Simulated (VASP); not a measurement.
# TePb (Fm-3m) in VASP: dielectric tensor with r2SCAN

Aim: the dielectric tensor of TePb with r2SCAN.

Program: VASP 6.6.1. These are calculated values, not measurements. Logs are shortened: lines on timing, memory, paths and dates and some standing lists are left out, and cuts for length are marked.

### Step 1. The cell of the first run

It takes space group Fm-3m (No. 225, cubic). Conventional cell: a = 6.797 Å, b = 6.797 Å, c = 6.797 Å, α = 90.00°, β = 90.00°, γ = 90.00°. Pb (site symmetry m-3m) has 6 Te at 3.40 Å within 4.5 Å. Within 4.5 Å of Te (site symmetry m-3m) lie 6 Pb at 3.40 Å.

### Step 2. Dielectric tensor, r2SCAN (strain +4.0%)

File INCAR:

```
SYSTEM = TePb
ALGO = Normal ; EDIFF = 1E-8
ENCUT = 520 ; ISIF = 2
ISMEAR = 0 ; LASPH = .True.
LCALCEPS = .True. ; LCHARG = .False.
LMIXTAU = .True. ; LREAL = .False.
LWAVE = .False. ; METAGGA = R2SCAN
NELM = 100 ; PREC = Accurate
SIGMA = 0.01
```

File KPOINTS:

```
k-points
0
Gamma
  6 6 6
  0 0 0
```

File POSCAR:

```
TePb
1.0
    0.0000000000      3.3985503228      3.3985503228
    3.3985503228      0.0000000000      3.3985503228
    3.3985503228      3.3985503228      0.0000000000
Pb Te
1 1
Direct
    0.0000000000      0.0000000000      0.0000000000
    0.5000000000      0.5000000000      0.5000000000
```

Potentials or basis: VASP PAW PBE potentials, release 64 (Pb_d, Te).

Started as:

```sh
$ cat potpaw_PBE.64/Pb_d/POTCAR potpaw_PBE.64/Te/POTCAR > POTCAR
$ mpirun -np 1 vasp_std > vasp.out
```

OUTCAR:

```text
SYSTEM = TePb
   EDIFF = 1E-8
   ENCUT = 520
   ISIF = 2
   ISMEAR = 0
   LASPH = .True.
   LREAL = .False.
   METAGGA = R2SCAN
   NELM = 100
   PREC = Accurate

 ion  position               nearest neighbor table
   1  0.000  0.000  0.000-   2 3.40   2 3.40   2 3.40   2 3.40   2 3.40   2 3.40
   2  0.500  0.500  0.500-   1 3.40   1 3.40   1 3.40   1 3.40   1 3.40   1 3.40

  LATTYP: Found a face centered cubic cell.
 ALAT       =     6.7971006456

  Lattice vectors:

 A1 = (   0.0000000000,   3.3985503228,   3.3985503228)
 A2 = (   3.3985503228,   0.0000000000,   3.3985503228)
 A3 = (   3.3985503228,   3.3985503228,   0.0000000000)

Analysis of symmetry for initial positions (statically):
=====================================================================
 Subroutine PRICEL returns:
 Original cell was already a primitive cell.

 Routine SETGRP: Setting up the symmetry group for a
 face centered cubic supercell.

 Subroutine GETGRP returns: Found 48 space group operations
 (whereof 48 operations were pure point group operations)
 out of a pool of 48 trial point group operations.

The static configuration has the point symmetry O_h .

Analysis of symmetry for dynamics (positions and initial velocities):
=====================================================================
 Subroutine PRICEL returns:
 Original cell was already a primitive cell.

 Routine SETGRP: Setting up the symmetry group for a
 face centered cubic supercell.

 Subroutine GETGRP returns: Found 48 space group operations
 (whereof 48 operations were pure point group operations)
 out of a pool of 48 trial point group operations.

The dynamic configuration has the point symmetry O_h .

 Subroutine INISYM returns: Found 48 space group operations
 (whereof 48 operations are pure point group operations),
 and found     1 'primitive' translations

----------------------------------------------------------------------------------------

                                     Primitive cell

  volume of cell :      78.5075

  direct lattice vectors                    reciprocal lattice vectors
     0.000000000  3.398550323  3.398550323    -0.147121553  0.147121553  0.147121553
     3.398550323  0.000000000  3.398550323     0.147121553 -0.147121553  0.147121553
     3.398550323  3.398550323  0.000000000     0.147121553  0.147121553 -0.147121553

  length of vectors
     4.806275959  4.806275959  4.806275959     0.254822004  0.254822004  0.254822004

  position of ions in fractional coordinates (direct lattice)
     0.000000000  0.000000000  0.000000000
     0.500000000  0.500000000  0.500000000

  ion indices of the primitive-cell ions
   primitive index   ion index
                 1           1
                 2           2

----------------------------------------------------------------------------------------

 KPOINTS: k-points

Automatic generation of k-mesh.
 Grid dimensions read from file:
 generate k-points for:    6    6    6

 Generating k-lattice:

  Cartesian coordinates                     Fractional coordinates (reciprocal lattice)
    -0.024520259  0.024520259  0.024520259     0.166666667  0.000000000  0.000000000
     0.024520259 -0.024520259  0.024520259     0.000000000  0.166666667  0.000000000
     0.024520259  0.024520259 -0.024520259     0.000000000  0.000000000  0.166666667

  Length of vectors
     0.042470334  0.042470334  0.042470334

  Shift w.r.t. Gamma in fractional coordinates (k-lattice)
     0.000000000  0.000000000  0.000000000

 Subroutine IBZKPT returns following result:
 ===========================================

 Found     16 irreducible k-points:

 Following reciprocal coordinates:
            Coordinates               Weight
  0.000000  0.000000  0.000000      1.000000
  0.166667  0.000000  0.000000      8.000000
  0.333333  0.000000  0.000000      8.000000
[... 27 lines left out ...]
   LSORBIT =      F    spin-orbit coupling
   LASPH  =      T    aspherical Exc in radial PAW
   ENCUT  =  520.0 eV  38.22 Ry    6.18 a.u.   8.94  8.94  8.94*2*pi/ulx,y,z
   NELM   =    100;   NELMIN=  2; NELMDL= -5     # of ELM steps
   EDIFF  = 0.1E-07   stopping-criterion for ELM
   LREAL  =      F    real-space projection
   EDIFFG = 0.1E-06   stopping-criterion for IOM
   NSW    =      0    number of steps for IOM
   IBRION =     -1    ionic relax: 0-MD 1-quasi-New 2-CG
   NFREE  =      0    steps in history (QN), initial steepest desc. (CG)
   ISIF   =      2    stress and relaxation
   ISYM   =      2    0-nonsym 1-usesym 2-fastsym
   POTIM  = 0.5000    time-step for ionic-motion
   TEBEG  =    0.0;   TEEND  =   0.0 temperature during run
   PSTRESS=    0.0 pullay stress
   NELECT =      20.0000    total number of electrons
   NUPDOWN=      -1.0000    fix difference up-down
   EMIN   =  10.00;   EMAX   =-10.00  energy-range for DOS
   EFERMI =   0.00;   METHOD = LEGACY
   ISMEAR =     0;   SIGMA  =   0.01  broadening in eV -4-tet -1-fermi 0-gaus
   EFERMI_NEDOS =   21; number of points for ismear=-14 and -15
   IALGO  =     38    algorithm
   IMIX   =      4    mixing-type and parameters
     AMIX     =   0.40;   BMIX     =  1.00
     AMIX_MAG =   1.60;   BMIX_MAG =  1.00
  volume/ion in A,a.u.               =      39.25       264.90
  Fermi-wavevector in a.u.,A,eV,Ry     =   1.037802  1.961161 14.653921  1.077033
  Thomas-Fermi vector in A             =   2.172257
   LORBIT       =      0    0 simple, 1 ext, 2 COOP (PROOUT), +10 PAW based schemes
   METAGGA = R2SCAN    functional components
   LHFCALC =     F    Hartree Fock is set to
   AEXX    =    0.0000 exact exchange contribution
   IVDW    =     0    specifies the selected vdW correction
   LEPSILON=     F    determine dielectric tensor
   LRPA    =     F    only Hartree local field effects (RPA)
   LRPA       =     F
 non-spin polarized calculation
 Gauss-broadening in eV      SIGMA  =   0.01
  energy-cutoff  :      520.00
  volume of cell :       78.51
 maximum number of plane-waves:      2126
   NGX = 17   NGY = 17   NGZ = 17

 Total electronic dipole moment: p[elc]=(    -0.00000    -0.00000    -0.00000 ) |e| Angst

 Total electronic dipole moment: p[elc]=(     0.00001    -0.00000     0.00001 ) |e| Angst

 number of electron      20.0000005 magnetization

 Free energy of the ion-electron system (eV)
  ---------------------------------------------------
  ext. energy  EPLUGINS =         0.00000000
  ---------------------------------------------------
  free energy    TOTEN  =       -82.59222948 eV

  energy without entropy =      -82.59222948  energy(sigma->0) =      -82.59222948

 E-fermi :   3.7152     XC(G=0):  -9.1045

 val. band max:        3.6592792462   @ k =   0.0000   0.0000   0.5000
 cond. band min:   10000.0000000000   @ k =   0.0000   0.0000   0.0000
 fundamental gap:   9996.3407207538
 Fermi energy:         3.7152372361

 k-point     1 :       0.0000    0.0000    0.0000
  band No.  band energies     occupation
      1     -13.5289      2.00000
      2     -13.5287      2.00000
      3     -13.5281      2.00000
      4     -13.5280      2.00000
      5     -13.5280      2.00000
      6      -7.6485      2.00000
      7      -2.3520      2.00000
      8       2.7539      2.00000
      9       2.7539      2.00000
     10       2.7539      2.00000
     11   10000.0000      0.00000
     12   10000.0000      0.00000
     13   10000.0000      0.00000
     14   10000.0000      0.00000
[... 377 lines left out ...]
      1     -13.5398      2.00000
      2     -13.5293      2.00000
      3     -13.5286      2.00000
      4     -13.5219      2.00000
      5     -13.5201      2.00000
      6      -6.9809      2.00000
      7      -3.5682      2.00000
      8       2.2826      2.00000
      9       2.3266      2.00000
     10       2.8623      2.00000
     11   10000.0000      0.00000
     12   10000.0000      0.00000
     13   10000.0000      0.00000
     14   10000.0000      0.00000

 [... further k-points ...]

------------------------ aborting loop because EDIFF is reached ----------------------------------------

            Ionic dipole moment: p[ion]=(   -20.39130   -20.39130   -20.39130 ) |e| Angst

 Total electronic dipole moment: p[elc]=(     0.00034     0.00034     0.07929 ) |e| Angst

 MACROSCOPIC STATIC DIELECTRIC TENSOR (including local field effects)
 ------------------------------------------------------
          19.276384     0.000000     0.000000
          -0.000000    19.276384     0.000000
           0.000000     0.000000    19.276384
 ------------------------------------------------------

 PIEZOELECTRIC TENSOR (including local field effects) (e Angst)
          XX          YY          ZZ          XY          YZ          ZX
  --------------------------------------------------------------------------------
  x     0.00000     0.00000     0.00000     0.00000     0.00000     0.00000
  y     0.00000     0.00000     0.00000     0.00000     0.00000     0.00000
  z     0.00000     0.00000     0.00000     0.00000     0.00000     0.00000

 PIEZOELECTRIC TENSOR (including local field effects) (C/m^2)
          XX          YY          ZZ          XY          YZ          ZX
  --------------------------------------------------------------------------------
  x     0.00000     0.00000     0.00000     0.00000     0.00000     0.00000
  y     0.00000     0.00000     0.00000     0.00000     0.00000     0.00000
  z     0.00000     0.00000     0.00000     0.00000     0.00000     0.00000

 BORN EFFECTIVE CHARGES (including local field effects) (in |e|, cummulative output)
 ---------------------------------------------------------------------------------
 ion    1
    1     5.58438     0.00000     0.00000
    2    -0.00000     5.58438     0.00000
    3    -0.00000    -0.00000     5.58438
 ion    2
    1    -5.58438     0.00000     0.00000
    2     0.00000    -5.58438    -0.00000
    3     0.00000     0.00000    -5.58438

  FORCE on cell =-STRESS in cart. coord.  units (eV):
  Direction    XX          YY          ZZ          XY          YZ          ZX
  --------------------------------------------------------------------------------------
  -------------------------------------------------------------------------------------
  Total       -1.8821000     -1.8821000     -1.8821000      0.0000000      0.0000000      0.0000000
  in kB      -38.4098099    -38.4098099    -38.4098099      0.0000000      0.0000000      0.0000000
  external PRESSURE =     -38.4098099 kB  Pullay stress =       0.0000000 kB

 VOLUME and BASIS-vectors are now :
 -----------------------------------------------------------------------------
  energy-cutoff  :      520.00
  volume of cell :       78.51
      direct lattice vectors                 reciprocal lattice vectors
     0.000000000  3.398550323  3.398550323    -0.147121553  0.147121553  0.147121553
     3.398550323  0.000000000  3.398550323     0.147121553 -0.147121553  0.147121553
     3.398550323  3.398550323  0.000000000     0.147121553  0.147121553 -0.147121553

 POSITION                                       TOTAL-FORCE (eV/Angst)
 -----------------------------------------------------------------------------------
      0.00000      0.00000      0.00000         0.000000     -0.000000      0.000000
      3.39855      3.39855      3.39855         0.000000      0.000000      0.000000
 -----------------------------------------------------------------------------------
    total drift:                                0.000000      0.000000      0.000000

  FREE ENERGIE OF THE ION-ELECTRON SYSTEM (eV)
  ---------------------------------------------------
  free  energy   TOTEN  =       -82.5922294835 eV

  energy  without entropy=      -82.5922294835  energy(sigma->0) =      -82.59222948
```

Wall time 43 min (1 thread of Intel Xeon Platinum 8488C (Sapphire Rapids), shared host); peak memory 0.48 GiB.

What came out:

| Quantity | Value |
| --- | --- |
| Band gap on the k mesh | 1.28 eV |
| Electronic dielectric tensor (diagonal) | 19.28 |
| Born charges (mean of the diagonal) | Pb +5.58; Te -5.58 e |

Electronic dielectric tensor:
```
19.28  0.00  0.00
 0.00 19.28  0.00
 0.00  0.00 19.28
```

Born effective charge tensors (e):
atom 1, Pb
```
5.58 0.00 0.00
0.00 5.58 0.00
0.00 0.00 5.58
```
atom 2, Te
```
-5.58  0.00  0.00
 0.00 -5.58  0.00
 0.00  0.00 -5.58
```

Dipole moments of the cell (e·Å, modulo the quantum): ionic -20.391, -20.391, -20.391; electronic 0.000, 0.000, 0.079

Caveat: the cell differs from its parent crystal (strain +4.0%); the PAW data sets were made with another functional, which shifts forces and pressure a little; spin-orbit coupling is left out, which moves the levels of the heavy elements. A k mesh can miss the band edges.
